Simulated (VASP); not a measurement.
**BaS: relaxation of cell and atoms with PBEsol**

BaS:

```xyz
2
Lattice="0.0000 3.2144 3.2144 3.2144 0.0000 3.2144 3.2144 3.2144 0.0000" Properties=species:S:1:pos:R:3 pbc="T T T"
Ba    0.0000    0.0000    0.0000
S     3.2144    3.2144    3.2144
```

| Property | Result |
| --- | --- |
| Program | VASP 6.6.1 |
| Task | relaxation of cell and atoms |
| Functional | PBEsol |
| Potentials or basis | VASP PAW PBE potentials, release 64 (Ba_sv, S) |
| Cutoff | 600 eV |
| k mesh | 6 × 6 × 6 |
| Occupations | fermi-dirac, width 0.02 eV |
| Spin | no spin polarisation |
| Dipole correction | no |
| Further INCAR settings | ALGO = Normal; EDIFF = 1e-06; IBRION = 2; EDIFFG = -0.005; NSW = 80; ISIF = 3 |

```
Relaxed volume                        : 32.20 Å³/atom
Relaxed cell                          : a = 4.499 Å, b = 4.499 Å, c = 4.499 Å, α = 60.00°, β = 60.00°, γ = 60.00°
Space group after relaxing (to 0.1 Å) : Fm-3m (No. 225)
Energy gained by relaxing             : 4.3 meV/atom
Ionic steps                           : 3
Pressure after relaxing               : 0.0 GPa
Band gap on the k mesh                : 1.96 eV (least direct gap 2.09 eV)
```

Step by step:
```
step  energy change (eV)  largest force (eV/Å)  pressure (GPa)  volume (Å³)
   1              0.0000                0.0000           -1.33        66.43
   2             -0.0078                0.0000            0.44        63.82
   3             -0.0086                0.0000            0.00        64.41
```

Final structure:
```
Ba S
1.0
     0.00000    3.18154    3.18154
     3.18154    0.00000    3.18154
     3.18154    3.18154    0.00000
Ba S
1 1
Direct
  0.00000 0.00000 0.00000
  0.50000 0.50000 0.50000
```

Levels at points of the mesh, in eV from the valence-band top:
```
           k point  band 4  band 5  band 6  band 7  band 8  band 9  band 10  band 11  band 12
(0.00, 0.00, 0.00)  -11.04  -10.37    0.00    0.00    0.00    3.46     3.78     3.78     3.78
(0.50, 0.00, 0.00)  -11.08   -9.04   -2.02   -1.13   -1.13    5.51     5.56     6.30     6.30
(0.50, 0.50, 0.00)  -11.25  -10.28   -0.53   -0.13   -0.13    1.96     5.93     5.99     7.55
```

It took 47 s on 1 thread of Intel Xeon 8259CL (shared host), peak memory 0.21 GiB.

Caveat: the PAW data sets were made with another functional, which shifts forces and pressure a little; spin-orbit coupling is left out, which moves the levels of the heavy elements. A k mesh can miss the band edges.
